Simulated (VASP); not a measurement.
# GaN (P6_3mc) in VASP: notebook

The runs below take GaN through relaxation of the atoms, relaxation of cell and atoms, with LDA.

Everything below comes from runs of VASP 6.6.1. Logs are shortened: lines on timing, memory, paths and dates and some standing lists are left out, and cuts for length are marked.

**1. The cell of the first run**

It takes space group P6_3mc (No. 186, hexagonal). Conventional cell: a = 3.183 Å, b = 3.183 Å, c = 5.189 Å, α = 90.00°, β = 90.00°, γ = 120.00°. Ga (site symmetry 3m) has 4 N at 1.95 Å within 2.6 Å. N (site symmetry 3m) has 4 Ga at 1.95 Å within 2.6 Å.

**2. Relaxation of the atoms, LDA (11.38 Å³/atom)**

INCAR

```
SYSTEM = GaN
PREC = Accurate
ENCUT = 520
EDIFF = 1E-7
ISMEAR = 0
SIGMA = 0.01
LREAL = .False.
LASPH = .True.
NELM = 100
ALGO = Normal
ISIF = 2
LWAVE = .False.
LCHARG = .False.
GGA = CA
IBRION = 2
NSW = 100
EDIFFG = -0.002
```

KPOINTS

```
Automatic mesh
0
Gamma
  6 6 4
  0 0 0
```

POSCAR

```
GaN
1.0
    3.1830220972      0.0000000000      0.0000000000
   -1.5915110486      2.7565779970      0.0000000000
    0.0000000000      0.0000000000      5.1892768306
Ga N
2 2
Direct
    0.3333333333      0.6666666667     -0.0007038784
    0.6666666667      0.3333333333      0.4992961216
    0.3333333333      0.6666666667      0.3757038784
    0.6666666667      0.3333333333      0.8757038784
```

Potentials or basis: VASP PAW LDA potentials, release 64 (Ga_d, N).

Started as:

```bash
$ cat potpaw_LDA.64/Ga_d/POTCAR potpaw_LDA.64/N/POTCAR > POTCAR
$ mpirun -np 1 vasp_std > vasp.out
```

OUTCAR:

```text
SYSTEM = GaN
   PREC = Accurate
   ENCUT = 520
   EDIFF = 1E-7
   ISMEAR = 0
   LREAL = .False.
   LASPH = .True.
   NELM = 100
   ISIF = 2
   GGA = CA
   IBRION = 2
   NSW = 100
   EDIFFG = -0.002

 ion  position               nearest neighbor table
   1  0.333  0.667  0.999-   4 1.95   4 1.95   4 1.95   3 1.95
   2  0.667  0.333  0.499-   3 1.95   3 1.95   3 1.95   4 1.95
   3  0.333  0.667  0.376-   2 1.95   2 1.95   2 1.95   1 1.95
   4  0.667  0.333  0.876-   1 1.95   1 1.95   1 1.95   2 1.95

  LATTYP: Found a hexagonal cell.
 ALAT       =     3.1830220972
 C/A-ratio  =     1.6302987137

  Lattice vectors:

 A1 = (   3.1830220972,   0.0000000000,   0.0000000000)
 A2 = (  -1.5915110486,   2.7565779970,   0.0000000000)
 A3 = (   0.0000000000,   0.0000000000,   5.1892768306)

Analysis of symmetry for initial positions (statically):
=====================================================================
 Subroutine PRICEL returns:
 Original cell was already a primitive cell.

 Routine SETGRP: Setting up the symmetry group for a
 hexagonal supercell.

 Subroutine GETGRP returns: Found 12 space group operations
 (whereof  6 operations were pure point group operations)
 out of a pool of 24 trial point group operations.

The static configuration has the point symmetry C_3v.
 The point group associated with its full space group is C_6v.

Analysis of symmetry for dynamics (positions and initial velocities):
=====================================================================
 Subroutine PRICEL returns:
 Original cell was already a primitive cell.

 Routine SETGRP: Setting up the symmetry group for a
 hexagonal supercell.

 Subroutine GETGRP returns: Found 12 space group operations
 (whereof  6 operations were pure point group operations)
 out of a pool of 24 trial point group operations.

The dynamic configuration has the point symmetry C_3v.
 The point group associated with its full space group is C_6v.

 Subroutine INISYM returns: Found 12 space group operations
 (whereof  6 operations are pure point group operations),
 and found     1 'primitive' translations

----------------------------------------------------------------------------------------

                                     Primitive cell

  volume of cell :      45.5320

  direct lattice vectors                    reciprocal lattice vectors
     3.183022097  0.000000000  0.000000000     0.314166842  0.181384311  0.000000000
    -1.591511049  2.756577997  0.000000000     0.000000000  0.362768621  0.000000000
     0.000000000  0.000000000  5.189276831     0.000000000  0.000000000  0.192705079

  length of vectors
     3.183022097  3.183022097  5.189276831     0.362768621  0.362768621  0.192705079

  position of ions in fractional coordinates (direct lattice)
     0.333333333  0.666666667  0.999296122
     0.666666667  0.333333333  0.499296122
     0.333333333  0.666666667  0.375703878
     0.666666667  0.333333333  0.875703878

  ion indices of the primitive-cell ions
   primitive index   ion index
                 1           1
                 2           2
                 3           3
                 4           4

----------------------------------------------------------------------------------------

 KPOINTS: Automatic mesh

Automatic generation of k-mesh.
 Grid dimensions read from file:
 generate k-points for:    6    6    4

 Generating k-lattice:

  Cartesian coordinates                     Fractional coordinates (reciprocal lattice)
     0.052361140  0.030230718  0.000000000     0.166666667  0.000000000  0.000000000
     0.000000000  0.060461437  0.000000000     0.000000000  0.166666667  0.000000000
     0.000000000  0.000000000  0.048176270     0.000000000  0.000000000  0.250000000

  Length of vectors
     0.060461437  0.060461437  0.048176270

  Shift w.r.t. Gamma in fractional coordinates (k-lattice)
     0.000000000  0.000000000  0.000000000

 Subroutine IBZKPT returns following result:
 ===========================================

 Found     21 irreducible k-points:

 Following reciprocal coordinates:
            Coordinates               Weight
  0.000000  0.000000  0.000000      1.000000
  0.166667 -0.000000  0.000000      6.000000
  0.333333  0.000000  0.000000      6.000000
  0.500000 -0.000000  0.000000      3.000000
  0.166667  0.166667  0.000000      6.000000
  0.333333  0.166667  0.000000     12.000000
[... 13 lines left out ...]
  0.333333  0.166667  0.500000     12.000000
  0.333333  0.333333  0.500000      2.000000
   k-points           NKPTS =     21   k-points in BZ     NKDIM =     21   number of bands    NBANDS=     22
   number of dos      NEDOS =    301   number of ions     NIONS =      4
   total plane-waves  NPLWV =  23040
   dimension x,y,z NGX =    24 NGY =   24 NGZ =   40
   dimension x,y,z NGXF=    48 NGYF=   48 NGZF=   80
   ions per type =               2   2
   NGX,Y,Z   is equivalent  to a cutoff of  12.53, 12.53, 12.81 a.u.
   NGXF,Y,Z  is equivalent  to a cutoff of  25.07, 25.07, 25.63 a.u.
 SYSTEM =  GaN
   PREC   = accura    normal or accurate (medium, high low for compatibility)
   ISTART =      0    job   : 0-new  1-cont  2-samecut
   ICHARG =      2    charge: 1-file 2-atom 10-const
   ISPIN  =      1    spin polarized calculation?
   LNONCOLLINEAR =      F non collinear calculations
   LSORBIT =      F    spin-orbit coupling
   LASPH  =      T    aspherical Exc in radial PAW
   ENCUT  =  520.0 eV  38.22 Ry    6.18 a.u.   5.92  5.92  9.65*2*pi/ulx,y,z
   NELM   =    100;   NELMIN=  2; NELMDL= -5     # of ELM steps
   EDIFF  = 0.1E-06   stopping-criterion for ELM
   LREAL  =      F    real-space projection
   EDIFFG = -.2E-02   stopping-criterion for IOM
   NSW    =    100    number of steps for IOM
   IBRION =      2    ionic relax: 0-MD 1-quasi-New 2-CG
   NFREE  =      1    steps in history (QN), initial steepest desc. (CG)
   ISIF   =      2    stress and relaxation
   ISYM   =      2    0-nonsym 1-usesym 2-fastsym
   POTIM  = 0.5000    time-step for ionic-motion
   TEBEG  =    0.0;   TEEND  =   0.0 temperature during run
   PSTRESS=    0.0 pullay stress
   NELECT =      36.0000    total number of electrons
   NUPDOWN=      -1.0000    fix difference up-down
   EMIN   =  10.00;   EMAX   =-10.00  energy-range for DOS
   EFERMI =   0.00;   METHOD = LEGACY
   ISMEAR =     0;   SIGMA  =   0.01  broadening in eV -4-tet -1-fermi 0-gaus
   EFERMI_NEDOS =   21; number of points for ismear=-14 and -15
   IALGO  =     38    algorithm
   IMIX   =      4    mixing-type and parameters
     AMIX     =   0.40;   BMIX     =  1.00
     AMIX_MAG =   1.60;   BMIX_MAG =  1.00
  volume/ion in A,a.u.               =      11.38        76.82
  Fermi-wavevector in a.u.,A,eV,Ry     =   1.513805  2.860678 31.179206  2.291607
  Thomas-Fermi vector in A             =   2.623547
   LORBIT       =      0    0 simple, 1 ext, 2 COOP (PROOUT), +10 PAW based schemes
   GGA     = CA    functional components
   LHFCALC =     F    Hartree Fock is set to
   AEXX    =    0.0000 exact exchange contribution
   IVDW    =     0    specifies the selected vdW correction
   LEPSILON=     F    determine dielectric tensor
   LRPA    =     F    only Hartree local field effects (RPA)
 conjugate gradient relaxation of ions
 non-spin polarized calculation
 Gauss-broadening in eV      SIGMA  =   0.01
  energy-cutoff  :      520.00
  volume of cell :       45.53
 maximum number of plane-waves:      1260
 NGX is ok and might be reduce to    24
   NGX = 11   NGY = 11   NGZ = 19

--------------------------------------- Ionic step        1  -------------------------------------------

 number of electron      35.9999989 magnetization

 Free energy of the ion-electron system (eV)
  ---------------------------------------------------
  ext. energy  EPLUGINS =         0.00000000
  ---------------------------------------------------
  free energy    TOTEN  =       -27.89086131 eV

  energy without entropy =      -27.89086131  energy(sigma->0) =      -27.89086131

------------------------ aborting loop because EDIFF is reached ----------------------------------------

  FORCE on cell =-STRESS in cart. coord.  units (eV):
  Direction    XX          YY          ZZ          XY          YZ          ZX
  --------------------------------------------------------------------------------------
  -------------------------------------------------------------------------------------
  Total       -1.3160811     -1.3160811     -1.3312457      0.0000000     -0.0000000      0.0000000
  in kB      -46.3101791    -46.3101791    -46.8437904      0.0000000     -0.0000000      0.0000000
  external PRESSURE =     -46.4880495 kB  Pullay stress =       0.0000000 kB

 VOLUME and BASIS-vectors are now :
 -----------------------------------------------------------------------------
  energy-cutoff  :      520.00
  volume of cell :       45.53
      direct lattice vectors                 reciprocal lattice vectors
     3.183022097  0.000000000  0.000000000     0.314166842  0.181384311  0.000000000
    -1.591511049  2.756577997  0.000000000     0.000000000  0.362768621  0.000000000
     0.000000000  0.000000000  5.189276831     0.000000000  0.000000000  0.192705079

 POSITION                                       TOTAL-FORCE (eV/Angst)
 -----------------------------------------------------------------------------------
     -0.00000      1.83772      5.18562         0.000000      0.000000     -0.004989
      1.59151      0.91886      2.59099        -0.000000      0.000000     -0.004989
     -0.00000      1.83772      1.94963         0.000000      0.000000      0.004989
      1.59151      0.91886      4.54427        -0.000000      0.000000      0.004989
 -----------------------------------------------------------------------------------
    total drift:                               -0.000001     -0.000001     -0.000244

  FREE ENERGIE OF THE ION-ELECTRON SYSTEM (eV)
  ---------------------------------------------------
  free  energy   TOTEN  =       -27.8908613116 eV

  energy  without entropy=      -27.8908613116  energy(sigma->0) =      -27.89086131

--------------------------------------- Ionic step        2  -------------------------------------------

 number of electron      35.9999989 magnetization

 Free energy of the ion-electron system (eV)
  ---------------------------------------------------
  ext. energy  EPLUGINS =         0.00000000
  ---------------------------------------------------
  free energy    TOTEN  =       -27.89086345 eV

  energy without entropy =      -27.89086345  energy(sigma->0) =      -27.89086345

 E-fermi :   5.1574     XC(G=0): -12.1394

 val. band max:        5.1105223279   @ k =   0.0000   0.0000   0.0000
 cond. band min:       7.0555395856   @ k =   0.0000   0.0000   0.0000
 fundamental gap:      1.9450172577
 Fermi energy:         5.1574177782

 k-point     1 :       0.0000    0.0000    0.0000
  band No.  band energies     occupation
      1     -10.7710      2.00000
      2      -9.8949      2.00000
      3      -8.4483      2.00000
      4      -8.4322      2.00000
      5      -8.4322      2.00000
      6      -8.3712      2.00000
[... 14 lines left out ...]
     21      14.1578      0.00000
     22      14.8408      0.00000

 k-point     2 :       0.1667   -0.0000    0.0000
  band No.  band energies     occupation
      1     -10.5122      2.00000
      2      -9.8381      2.00000
      3      -8.4173      2.00000
      4      -8.3971      2.00000
      5      -8.3517      2.00000
      6      -8.3195      2.00000
[... 14 lines left out ...]
     21      13.1105      0.00000
     22      13.8901      0.00000
[... 448 lines left out ...]
     21      13.0584      0.00000
     22      13.0584      0.00000

 k-point    21 :       0.3333    0.3333    0.5000
  band No.  band energies     occupation
      1      -9.7327      2.00000
      2      -9.7327      2.00000
      3      -8.3127      2.00000
      4      -8.3127      2.00000
      5      -8.2970      2.00000
      6      -8.2970      2.00000
[... 14 lines left out ...]
     21      12.2878      0.00000
     22      12.2878      0.00000

------------------------ aborting loop because EDIFF is reached ----------------------------------------

  FORCE on cell =-STRESS in cart. coord.  units (eV):
  Direction    XX          YY          ZZ          XY          YZ          ZX
  --------------------------------------------------------------------------------------
  -------------------------------------------------------------------------------------
  Total       -1.3110896     -1.3110896     -1.3367867      0.0000000     -0.0000000     -0.0000000
  in kB      -46.1345365    -46.1345365    -47.0387677      0.0000000     -0.0000000     -0.0000000
  external PRESSURE =     -46.4359469 kB  Pullay stress =       0.0000000 kB

 VOLUME and BASIS-vectors are now :
 -----------------------------------------------------------------------------
  energy-cutoff  :      520.00
  volume of cell :       45.53
      direct lattice vectors                 reciprocal lattice vectors
     3.183022097  0.000000000  0.000000000     0.314166842  0.181384311  0.000000000
    -1.591511049  2.756577997  0.000000000     0.000000000  0.362768621  0.000000000
     0.000000000  0.000000000  5.189276831     0.000000000  0.000000000  0.192705079

 POSITION                                       TOTAL-FORCE (eV/Angst)
 -----------------------------------------------------------------------------------
     -0.00000      1.83772      5.18538         0.000000      0.000000      0.000588
      1.59151      0.91886      2.59075        -0.000000      0.000000      0.000588
     -0.00000      1.83772      1.94987         0.000000      0.000000     -0.000588
      1.59151      0.91886      4.54451        -0.000000      0.000000     -0.000588
 -----------------------------------------------------------------------------------
    total drift:                               -0.000001     -0.000001      0.000693

  FREE ENERGIE OF THE ION-ELECTRON SYSTEM (eV)
  ---------------------------------------------------
  free  energy   TOTEN  =       -27.8908634527 eV

  energy  without entropy=      -27.8908634527  energy(sigma->0) =      -27.89086345

 reached required accuracy - stopping structural energy minimisation
```

Run time: 44 s. Hardware: 1 thread of Intel Xeon Platinum 8259CL at 2.50GHz (Skylake/Cascade Lake), shared host; peak memory 0.15 GiB.

What came out:

* Free energy: -27.8909 eV
* Energy gained by relaxing: 0.0 meV/atom
* Ionic steps: 2
* Pressure after relaxing: -4.6 GPa
* Band gap on the k mesh: 1.95 eV

Final structure:
```cif
data_structure
_symmetry_space_group_name_H-M 'P 1'
_symmetry_Int_Tables_number 1
_cell_length_a 3.1830
_cell_length_b 3.1830
_cell_length_c 5.1893
_cell_angle_alpha 90.000
_cell_angle_beta 90.000
_cell_angle_gamma 120.000
_cell_volume 45.53
loop_
_atom_site_label
_atom_site_type_symbol
_atom_site_fract_x
_atom_site_fract_y
_atom_site_fract_z
_atom_site_occupancy
Ga1 Ga 0.33333 0.66667 0.99925 1
Ga2 Ga 0.66667 0.33333 0.49925 1
N1 N 0.33333 0.66667 0.37575 1
N2 N 0.66667 0.33333 0.87575 1
```

[end of part 1 of 2]
